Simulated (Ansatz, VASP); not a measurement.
## Al in VASP and in Ansatz

INCAR

```
SYSTEM = Al
ALGO = Normal
EDIFF = 1E-6
ENCUT = 500
GGA = PS
GGA_COMPAT = .False.
ISIF = 2
ISMEAR = 0
LASPH = .True.
LCHARG = .False.
LREAL = .False.
LWAVE = .False.
NBANDS = 8
NELM = 120
PREC = Accurate
SIGMA = 0.1
```

Contents of KPOINTS:

```
k-points
0
Gamma
  18 18 18
  0 0 0
```

File POSCAR:

```
Al
1.0
    0.0000000000      1.9872793770      1.9872793770
    1.9872793770      0.0000000000      1.9872793770
    1.9872793770      1.9872793770      0.0000000000
Al
1
Direct
    0.0000000000      0.0000000000      0.0000000000
```

Input for Ansatz:

```yaml
crystal:
  lattice:
    - [0.0, 1.987279377, 1.987279377]
    - [1.987279377, 0.0, 1.987279377]
    - [1.987279377, 1.987279377, 0.0]
  atoms:
    - { symbol: Al, position: [0.0, 0.0, 0.0] }
basis:
  ecutwfc: 420
kpoints:
  mp_grid: { grid: [18, 18, 18] }
hamiltonian:
  xc: pbesol
  pseudopotentials: { kind: paw }
scf:
  occupations: { method: gaussian, width: 0.1 }
output:
  forces: true
  stress: true
  eigenvalues: true
```

Alike in both runs: task single point; functional PBEsol; k mesh 18 × 18 × 18; occupations gaussian, width 0.1 eV; no spin polarisation.

|  | VASP | Ansatz |
| --- | --- | --- |
| version | VASP 6.6.1 | Ansatz 0.2.0 |
| potentials or method | VASP PAW PBE potentials, release 64 (Al), cutoff 500 eV | scalar-relativistic, plane waves, PAW |
| valence electrons in the cell | 3 | 3 |

|  | VASP | Ansatz | Ansatz less VASP |
| --- | --- | --- | --- |
| gap on the k mesh at the Fermi level (eV) | none | none | - |
| pressure (GPa) | 2.7 | 2.6 | -0.07 |

VASP's potentials were made for PBE, not for PBEsol. A gap of «none» marks a metal or a gap that the smearing closes.
